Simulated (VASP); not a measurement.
Runs of VASP 6.6.1 on SiC. The structure is that of space group R3m (No. 160), or close to it. The cells are those of the table. 

```csv
task,cell,k mesh,cutoff (eV),smearing,gap on the mesh (eV),pressure (GPa)
single point,"a = 4.031 Å, angles 45.2°, 2 atoms",6 × 6 × 6,520,gaussian 0.1 eV,1.92,(a)
single point,"a = 3.099, b = 3.099, c = 4.027 Å, angles 112.5, 112.5, 60.0°, 2 atoms",8 × 8 × 4,520,gaussian 0.1 eV,1.75,0.0
relaxation of cell and atoms,"relaxed from a = 4.031 Å, angles 45.2°, 2 atoms",12 × 12 × 12,600,gaussian 0.02 eV,1.75,0.0
relaxation of cell and atoms,"relaxed from a = 4.031 Å, angles 45.2°, 2 atoms",6 × 6 × 6,600,gaussian 0.1 eV,1.92,-0.2
single point,"a = 4.053 Å, angles 44.9°, 2 atoms",12 × 12 × 12,520,gaussian 0.02 eV,1.77,0.0
```

Alike in all rows: level PBE; potentials or basis VASP PAW PBE potentials, release 64 (Si, C); no spin polarisation.

Task: Estimate the missing entries.

Result: (a) -0.1.

Caveats: some runs use coarse meshes; the relaxation stopped at its first step, so nothing moved (some runs).

A k mesh can miss the band edges.
